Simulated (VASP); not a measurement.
# Ru (P6_3/mmc) in VASP: notebook

The runs below take Ru through relaxation of cell and atoms, single point, with PBEsol.

All numbers are computed with VASP 6.6.1; they aren't measurements. Logs are shortened: lines on timing, memory, paths and dates and some standing lists are left out, and cuts for length are marked.

### Step 1. The cell of the first run

It takes space group P6_3/mmc (No. 194, hexagonal). Conventional cell: a = 2.688 Å, b = 2.688 Å, c = 4.255 Å, α = 90.00°, β = 90.00°, γ = 120.00°. Within 3.5 Å of Ru (site symmetry -6m2) lie 12 Ru at 2.63 to 2.69 Å.

### Step 2. Relaxation of cell and atoms, PBEsol

Contents of INCAR:

```
SYSTEM = Ru
PREC     = Accurate       ! precision mode
ENCUT    = 600            ! plane-wave cutoff, eV
EDIFF    = 1E-6           ! SCF threshold, eV
ISMEAR   = 0              ! smearing method
SIGMA    = 0.1            ! smearing width, eV
LREAL    = .False.        ! projectors in reciprocal space
LASPH    = .True.         ! aspherical terms in the spheres
NELM     = 60             ! most SCF steps
ALGO     = Fast           ! electronic algorithm
ISIF     = 3              ! what is computed and relaxed
LWAVE    = .False.        ! write WAVECAR
LCHARG   = .False.        ! write CHGCAR
GGA      = PS             ! functional
IBRION   = 2              ! ionic algorithm
NSW      = 80             ! ionic steps
EDIFFG   = -0.01          ! ionic threshold
```

Contents of KPOINTS:

```
Automatic mesh
0
Gamma
  18 18 10
  0 0 0
```

Contents of POSCAR:

```
Ru
1.0
    2.6877139591      0.0000000000      0.0000000000
   -1.3438569796      2.3276285667      0.0000000000
    0.0000000000      0.0000000000      4.2547104453
Ru
2
Direct
    0.3333333333      0.6666666667      0.2500000000
    0.6666666667      0.3333333333      0.7500000000
```

Potentials or basis: VASP PAW PBE potentials, release 64 (Ru_pv).

Run with:

```bash
$ cat potpaw_PBE.64/Ru_pv/POTCAR > POTCAR
$ mpirun -np 1 vasp_std > vasp.out
```

OUTCAR:

```text
SYSTEM = Ru
   PREC = Accurate
   ENCUT = 600
   EDIFF = 1E-6
   ISMEAR = 0
   LREAL = .False.
   LASPH = .True.
   NELM = 60
   ISIF = 3
   GGA = PS
   IBRION = 2
   NSW = 80
   EDIFFG = -0.01

 ion  position               nearest neighbor table
   1  0.333  0.667  0.250-   2 2.63   2 2.63   2 2.63   2 2.63   2 2.63   2 2.63
   2  0.667  0.333  0.750-   1 2.63   1 2.63   1 2.63   1 2.63   1 2.63   1 2.63

  LATTYP: Found a hexagonal cell.
 ALAT       =     2.6877139591
 C/A-ratio  =     1.5830220440

  Lattice vectors:

 A1 = (   2.6877139591,   0.0000000000,   0.0000000000)
 A2 = (  -1.3438569796,   2.3276285667,   0.0000000000)
 A3 = (   0.0000000000,   0.0000000000,   4.2547104453)

Analysis of symmetry for initial positions (statically):
=====================================================================
 Subroutine PRICEL returns:
 Original cell was already a primitive cell.

 Routine SETGRP: Setting up the symmetry group for a
 hexagonal supercell.

 Subroutine GETGRP returns: Found 24 space group operations
 (whereof 12 operations were pure point group operations)
 out of a pool of 24 trial point group operations.

The static configuration has the point symmetry D_3d.
 The point group associated with its full space group is D_6h.

Analysis of symmetry for dynamics (positions and initial velocities):
=====================================================================
 Subroutine PRICEL returns:
 Original cell was already a primitive cell.

 Routine SETGRP: Setting up the symmetry group for a
 hexagonal supercell.

 Subroutine GETGRP returns: Found 24 space group operations
 (whereof 12 operations were pure point group operations)
 out of a pool of 24 trial point group operations.

The dynamic configuration has the point symmetry D_3d.
 The point group associated with its full space group is D_6h.

 Subroutine INISYM returns: Found 24 space group operations
 (whereof 12 operations are pure point group operations),
 and found     1 'primitive' translations

----------------------------------------------------------------------------------------

                                     Primitive cell

  volume of cell :      26.6175

  direct lattice vectors                    reciprocal lattice vectors
     2.687713959  0.000000000  0.000000000     0.372063402  0.214810905  0.000000000
    -1.343856980  2.327628567  0.000000000     0.000000000  0.429621811  0.000000000
     0.000000000  0.000000000  4.254710445     0.000000000  0.000000000  0.235033620

[... 95 lines left out ...]
   NUPDOWN=      -1.0000    fix difference up-down
   EMIN   =  10.00;   EMAX   =-10.00  energy-range for DOS
   EFERMI =   0.00;   METHOD = LEGACY
   ISMEAR =     0;   SIGMA  =   0.10  broadening in eV -4-tet -1-fermi 0-gaus
   EFERMI_NEDOS =   21; number of points for ismear=-14 and -15
   IALGO  =     68    algorithm
   IMIX   =      4    mixing-type and parameters
     AMIX     =   0.40;   BMIX     =  1.00
     AMIX_MAG =   1.60;   BMIX_MAG =  1.00
  volume/ion in A,a.u.               =      13.31        89.81
  Fermi-wavevector in a.u.,A,eV,Ry     =   1.664966  3.146329 37.716852  2.772110
  Thomas-Fermi vector in A             =   2.751418
   LORBIT       =      0    0 simple, 1 ext, 2 COOP (PROOUT), +10 PAW based schemes
   GGA     = PS    functional components
   LHFCALC =     F    Hartree Fock is set to
   AEXX    =    0.0000 exact exchange contribution
   IVDW    =     0    specifies the selected vdW correction
   LEPSILON=     F    determine dielectric tensor
   LRPA    =     F    only Hartree local field effects (RPA)
 conjugate gradient relaxation of ions
 non-spin polarized calculation
 RMM-DIIS sequential band-by-band and
 Gauss-broadening in eV      SIGMA  =   0.10
  energy-cutoff  :      600.00
  volume of cell :       26.62
 maximum number of plane-waves:       911
 NGX is ok and might be reduce to    24
   NGX = 11   NGY = 11   NGZ = 17

--------------------------------------- Ionic step        1  -------------------------------------------

 number of electron      27.9999996 magnetization

 Free energy of the ion-electron system (eV)
  ---------------------------------------------------
  ext. energy  EPLUGINS =         0.00000000
  ---------------------------------------------------
  free energy    TOTEN  =       -20.34555497 eV

  energy without entropy =      -20.33675544  energy(sigma->0) =      -20.34115521

------------------------ aborting loop because EDIFF is reached ----------------------------------------

  FORCE on cell =-STRESS in cart. coord.  units (eV):
  Direction    XX          YY          ZZ          XY          YZ          ZX
  --------------------------------------------------------------------------------------
  -------------------------------------------------------------------------------------
  Total        0.0508316      0.0508316     -0.0437912     -0.0000000      0.0000000      0.0000000
  in kB        3.0596907      3.0596907     -2.6359135     -0.0000000      0.0000000      0.0000000
  external PRESSURE =       1.1611559 kB  Pullay stress =       0.0000000 kB
[... 95 lines left out ...]
--------------------------------------- Ionic step        4  -------------------------------------------

 number of electron      27.9999996 magnetization

 Free energy of the ion-electron system (eV)
  ---------------------------------------------------
  ext. energy  EPLUGINS =         0.00000000
  ---------------------------------------------------
  free energy    TOTEN  =       -20.34559800 eV

  energy without entropy =      -20.33675197  energy(sigma->0) =      -20.34117499

 E-fermi :  13.0482     XC(G=0): -14.3998

 val. band max:       13.0449056200   @ k =   0.1667  -0.0000   0.4000
 cond. band min:      13.0482021820   @ k =   0.1667   0.1111   0.3000
 fundamental gap:      0.0032965620
 Fermi energy:        13.0481619658

 k-point     1 :       0.0000    0.0000    0.0000
  band No.  band energies     occupation
      1     -30.6223      2.00000
      2     -29.6210      2.00000
      3     -29.6210      2.00000
      4     -29.4386      2.00000
      5     -29.4386      2.00000
      6     -29.3948      2.00000
[... 481 lines left out ...]
      5     -29.7061      2.00000
      6     -29.6233      2.00000
[... 10 lines left out ...]
     17      16.8996      0.00000
     18      20.5913      0.00000

 [... further k-points ...]

------------------------ aborting loop because EDIFF is reached ----------------------------------------

  FORCE on cell =-STRESS in cart. coord.  units (eV):
  Direction    XX          YY          ZZ          XY          YZ          ZX
  --------------------------------------------------------------------------------------
  -------------------------------------------------------------------------------------
  Total       -0.0132652     -0.0132652     -0.0131652      0.0000000      0.0000000     -0.0000000
  in kB       -0.7979275     -0.7979275     -0.7919126      0.0000000      0.0000000     -0.0000000
  external PRESSURE =      -0.7959226 kB  Pullay stress =       0.0000000 kB
[... 17 lines left out ...]
  FREE ENERGIE OF THE ION-ELECTRON SYSTEM (eV)
  ---------------------------------------------------
  free  energy   TOTEN  =       -20.3455980048 eV

  energy  without entropy=      -20.3367519695  energy(sigma->0) =      -20.34117499

 reached required accuracy - stopping structural energy minimisation
```

It took 5.7 min on 1 thread of Intel Xeon 8259CL, shared host; peak memory 0.24 GiB.

Results:

| Quantity | Value |
| --- | --- |
| Free energy | -20.3456 eV |
| Relaxed volume | 13.32 Å³/atom |
| Relaxed cell | a = 2.689 Å, b = 2.689 Å, c = 4.253 Å, α = 90.00°, β = 90.00°, γ = 120.00° |
| Space group after relaxing (to 0.1 Å) | P6_3/mmc (No. 194) |
| Energy gained by relaxing | 0.0 meV/atom |
| Ionic steps | 4 |
| Pressure after relaxing | -0.1 GPa |
| Band gap on the k mesh | zero (bands 14 and 15 overlap by 3.22 eV) |

Final structure:
```xyz
2
Lattice="2.6893 0.0000 0.0000 -1.3447 2.3290 0.0000 0.0000 0.0000 4.2525" Properties=species:S:1:pos:R:3 pbc="T T T"
Ru    0.0000    1.5527    1.0631
Ru    1.3447    0.7763    3.1894
```

Levels at points of the mesh, in eV from the Fermi level:
| k point | band 12 | band 13 | band 14 | band 15 | band 16 | band 17 |
| --- | --- | --- | --- | --- | --- | --- |
| (0.00, 0.00, 0.00) | -1.97 | -1.97 | -1.43 | -1.43 | 1.24 | 1.24 |
| (0.50, 0.00, 0.00) | -1.86 | -1.56 | 1.49 | 1.93 | 2.01 | 4.17 |
| (0.00, 0.00, 0.50) | -2.85 | -2.79 | -2.79 | 0.58 | 0.58 | 0.58 |
| (0.50, 0.00, 0.50) | -1.09 | 0.45 | 0.45 | 1.76 | 1.76 | 3.45 |

Caveat: the PAW data sets were made with another functional, which shifts forces and pressure a little.

### Step 3. Single point, PBEsol

This run uses another cell than the first one, of 13.85 Å³/atom.

Contents of INCAR:

```
ALGO = Normal
EDIFF = 1E-6
ENCUT = 520
GGA = PS
ISIF = 2
ISMEAR = 0
LASPH = True
LCHARG = True
LELF = True
LREAL = False
LVHAR = True
LWAVE = False
NBANDS = 21
NELM = 80
PREC = Accurate
SIGMA = 0.1
```

Contents of KPOINTS:

```
k-points
0
Gamma
  6 6 4
```

Contents of POSCAR:

```
Ru
1.0
    2.7234704832      0.0000000000      0.0000000000
   -1.3617352416      2.3585946249      0.0000000000
    0.0000000000      0.0000000000      4.3108796116
Ru
2
Direct
    0.3333333333      0.6666666667      0.2500000000
    0.6666666667      0.3333333333      0.7500000000
```

Potentials or basis: VASP PAW PBE potentials, release 64 (Ru_pv).

Run with:

```bash
$ cat potpaw_PBE.64/Ru_pv/POTCAR > POTCAR
$ mpirun -np 1 vasp_std > vasp.out
```

Wall time 9.3 s (1 thread of Intel Xeon 8259CL, shared host); peak memory 0.14 GiB.

It converged, with:

| Property | Result |
| --- | --- |
| Free energy | -20.2360 eV |
| Pressure | -11.6 GPa |
| Band gap on the k mesh | zero (bands 14 and 15 overlap by 2.74 eV) |

Stress tensor (GPa, compression positive):
```
 -9.37   0.00   0.00
  0.00  -9.37   0.00
  0.00   0.00 -16.06
```

Levels at points of the mesh, in eV from the Fermi level:
```csv
k point,band 12,band 13,band 14,band 15,band 16,band 17
"(0.00, 0.00, 0.00)",-2.10,-2.10,-1.58,-1.58,0.93,0.93
"(0.50, 0.00, 0.00)",-2.03,-1.73,1.16,1.57,1.63,3.71
"(0.00, 0.00, 0.50)",-2.92,-2.92,-2.92,0.30,0.30,0.30
"(0.50, 0.00, 0.50)",-1.26,0.18,0.18,1.41,1.41,3.05
```

Caveat: the k points lie up to 0.44 Å⁻¹ apart, too coarse for converged energies and pressures of a metal; the PAW data sets were made with another functional, which shifts forces and pressure a little.

### Step 4. Single point, PBEsol

Contents of INCAR:

```
PREC = Accurate
ENCUT = 520
EDIFF = 1E-6
ISMEAR = 0
SIGMA = 0.1
LREAL = False
LASPH = True
NELM = 100
ALGO = Normal
ISIF = 2
LWAVE = False
LCHARG = False
GGA = PS
NBANDS = 21
```

Contents of KPOINTS:

```
Automatic mesh
0
Gamma
  12 12 6
```

Contents of POSCAR:

```
Ru
1.0
    2.6877139591      0.0000000000      0.0000000000
   -1.3438569796      2.3276285667      0.0000000000
    0.0000000000      0.0000000000      4.2547104453
Ru
2
Direct
    0.3333333333      0.6666666667      0.2500000000
    0.6666666667      0.3333333333      0.7500000000
```

Run with:

```bash
$ cat potpaw_PBE.64/Ru_pv/POTCAR > POTCAR
$ mpirun -np 1 vasp_std > vasp.out
```

Wall time 32 s (1 thread of Intel Xeon 8259CL, shared host); peak memory 0.16 GiB.

It converged, with:

```
Free energy            : -20.3512 eV
Pressure               : 0.1 GPa
Band gap on the k mesh : zero (bands 14 and 15 overlap by 3.26 eV)
```

Levels at points of the mesh, in eV from the Fermi level:
```tsv
k point	band 11	band 12	band 13	band 14	band 15	band 16	band 17	band 18
(0.00, 0.00, 0.00)	-2.47	-1.95	-1.95	-1.39	-1.39	1.27	1.27	1.29
(0.50, 0.00, 0.00)	-2.11	-1.83	-1.54	1.52	1.95	2.03	4.20	6.27
(0.00, 0.00, 0.50)	-2.82	-2.82	-2.77	-2.77	0.61	0.61	0.61	0.61
(0.50, 0.00, 0.50)	-1.06	-1.06	0.48	0.48	1.78	1.78	3.48	3.48
```

Caveat: the PAW data sets were made with another functional, which shifts forces and pressure a little.

### Step 5. Summary

```tsv
task	cell	k mesh	cutoff (eV)	gap on the mesh (eV)	pressure (GPa)
relaxation of cell and atoms	relaxed from a = 2.688, b = 2.688, c = 4.255 Å, angles 90.0, 90.0, 120.0°, 2 atoms	18 × 18 × 10	600	none	-0.1
single point	a = 2.723, b = 2.723, c = 4.311 Å, angles 90.0, 90.0, 120.0°, 2 atoms	6 × 6 × 4	520	none	-11.6
single point	a = 2.688, b = 2.688, c = 4.255 Å, angles 90.0, 90.0, 120.0°, 2 atoms	12 × 12 × 6	520	none	0.1
```

Alike in all rows: level PBEsol; potentials or basis VASP PAW PBE potentials, release 64 (Ru_pv); no spin polarisation; smearing gaussian 0.1 eV.

Caveats: some runs use coarse meshes; the PAW data sets were made with another functional, which shifts forces and pressure a little.

Absolute energies hang on the potentials; compare differences alone.
